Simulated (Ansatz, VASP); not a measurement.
**CdSe in VASP and in Ansatz**

Contents of INCAR:

```
SYSTEM = CdSe
ALGO = Normal ; EDIFF = 1E-7
ENCUT = 520 ; GGA = PE
ISIF = 2 ; ISMEAR = -1
LASPH = .TRUE. ; LCHARG = .FALSE.
LREAL = .FALSE. ; LWAVE = .FALSE.
NBANDS = 16 ; NELM = 100
PREC = Accurate ; SIGMA = 0.1
```

File KPOINTS:

```
k-points
0
G
  11 11 11
  0 0 0
```

POSCAR

```
CdSe
1.0
    0.0000000000      2.6698520872      2.6698520872
    2.6698520872      0.0000000000      2.6698520872
    2.6698520872      2.6698520872      0.0000000000
Cd Se
1 1
Direct
    0.0000000000      0.0000000000      0.0000000000
    0.2500000000      0.2500000000      0.2500000000
```

Input for Ansatz:

```yaml
crystal:
  lattice:
    - [0.0, 2.6698520872, 2.6698520872]
    - [2.6698520872, 0.0, 2.6698520872]
    - [2.6698520872, 2.6698520872, 0.0]
  atoms:
    - { symbol: Cd, position: [0.0, 0.0, 0.0] }
    - { symbol: Se, position: [0.25, 0.25, 0.25] }
kpoints:
  mp_grid: { grid: [11, 11, 11] }
scf:
  occupations: { method: fermi_dirac, width: 0.1 }
hamiltonian:
  xc: pbe
  pseudopotentials: { kind: all_electron, lapw: { basis_error: 0.001 } }
output:
  forces: true
  stress: true
  eigenvalues: true
  populations: true
```

Change from the starting cell: volume scaled by 0.64, LAPW.

Alike in both runs: task single point; functional PBE; k mesh 11 × 11 × 11; occupations fermi-dirac, width 0.1 eV; no spin polarisation.

```csv
,VASP,Ansatz
version,VASP 6.6.1,Ansatz 0.2.0
potentials or method,"VASP PAW PBE potentials, release 64 (Cd, Se), cutoff 520 eV","all-electron LAPW, scalar-relativistic"
```

|  | VASP | Ansatz | Ansatz less VASP |
| --- | --- | --- | --- |
| pressure (GPa) | 58.3 | 56.7 | -1.63 |

Both programs put the cell under a high pressure, so it lies far from rest at this level. Ansatz ran all-electron here, and VASP with PAW potentials.
